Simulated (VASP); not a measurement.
Set up this calculation in VASP 6.6.1, as the native input.

```yaml
Task: single point
Functional: PBE
Potentials_or_basis: VASP PAW PBE potentials, release 64 (Al, N)
Cutoff: 520 eV
k_mesh: 8 × 8 × 6
Occupations: gaussian, width 0.05 eV
Spin: no spin polarisation
Dipole_correction: no
Further_INCAR_settings: ALGO = Normal; EDIFF = 1e-06; NBANDS = 16
```

The structure of AlN lies in POSCAR:

```
AlN
1.0
    0.0000000000     -2.0693064083     -2.0693064083
    0.0000000000      2.0693064083     -2.0693064083
    4.1386128164      0.0000000000      0.0000000000
Al N
2 2
Direct
    0.5173928713      0.4826071287      0.0000000000
   -0.0173928713      0.0173928713      0.5000000000
    0.4936900135      0.5063099865      0.5000000000
    0.0063099865      0.9936900135      0.0000000000
```

These files were run (other wordings do the same):

INCAR

```
PREC = Accurate
ENCUT = 520
EDIFF = 1E-6
ISMEAR = 0
SIGMA = 0.05
LREAL = F
LASPH = T
NELM = 80
ALGO = Normal
ISIF = 2
LWAVE = F
LCHARG = F
GGA = PE
NBANDS = 16
```

KPOINTS

```
regular mesh
0
Gamma
  8 8 6
```

Potentials or basis: VASP PAW PBE potentials, release 64 (Al, N).

Run with:

```sh
$ cat potpaw_PBE.64/Al/POTCAR potpaw_PBE.64/N/POTCAR > POTCAR
$ mpirun -np 1 vasp_std > vasp.out
```

It gave:

```json
{
  "Pressure": "-11.1 GPa",
  "Largest force": "0.622 eV/Å",
  "Band gap on the k mesh": "3.93 eV"
}
```

Wall time 27 s on 1 thread of Intel(R) Xeon(R) Platinum 8259CL CPU @ 2.50GHz (Skylake/Cascade Lake), with other jobs on the host, peak memory 0.17 GiB.
